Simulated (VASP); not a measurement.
Set up this calculation in VASP 6.6.1, as the native input.

```yaml
Task: single point
Functional: PBE
Potentials_or_basis: VASP PAW PBE potentials, release 64 (N, Al)
Cutoff: 520 eV
k_mesh: 9 × 9 × 1
Occupations: gaussian, width 0.05 eV
Spin: collinear spin
Starting_moments: "[0.0, 0.0, 0.0, 0.0, 3.0, 0.0, 0.0, 0.0, 0.0] μB"
Dipole_correction: yes
Further_INCAR_settings: ALGO = Fast; EDIFF = 1e-06; NBANDS = 32
```

The structure of Al4N5 lies in POSCAR:

```
Al4N5
1.0
    3.1297683445      0.0000000000      0.0000000000
   -1.5648841723      2.7104588943      0.0000000000
    0.0000000000      0.0000000000     25.0621509606
N Al
5 4
Direct
    0.3333333333      0.6666666667      0.1596032203
    0.6666666667      0.3333333333      0.2597004396
    0.3333333333      0.6666666667      0.3620561642
    0.6666666667      0.3333333333      0.4610505141
    0.5000000000      0.6666666667      0.5638842006
    0.6666666667      0.3333333333      0.1833176549
    0.3333333333      0.6666666667      0.2834148742
    0.6666666667      0.3333333333      0.3814237064
    0.3333333333      0.6666666667      0.4812895341
```

The input as run:

INCAR

```
PREC = Accurate
ENCUT = 520
EDIFF = 1E-6
ISMEAR = 0
SIGMA = 0.05
LREAL = False
LASPH = True
NELM = 150
ALGO = Fast
ISIF = 2
LWAVE = False
LCHARG = False
ISPIN = 2
MAGMOM = 0 0 0 0 3 0 0 0 0
LORBIT = 11
LDIPOL = True
IDIPOL = 3
DIPOL = 0.5 0.5 0.348
GGA = PE
NBANDS = 32
```

KPOINTS

```
regular mesh
0
Gamma
  9 9 1
```

Potentials or basis: VASP PAW PBE potentials, release 64 (N, Al).

Command:

```bash
$ cat potpaw_PBE.64/N/POTCAR potpaw_PBE.64/Al/POTCAR > POTCAR
$ mpirun -np 1 vasp_std > vasp.out
```

Results of the run:

```yaml
Largest_force: 2.595 eV/Å
Net_moment: 1.75 μB per cell
Site_moments: N -0.36, -0.03, +0.00, +0.05, +1.50; Al +0.00, -0.00 (each value once) μB
Valence_electrons_inside_the_program's_atomic_spheres: N 3.70, 3.84, 3.86, 3.36 (each value once); Al 0.80, 0.79, 0.78 (each value once)
```

It took 50 min on 1 thread of Oxide Virtual Turin-like Processor, with other jobs on the host, peak memory 0.61 GiB.
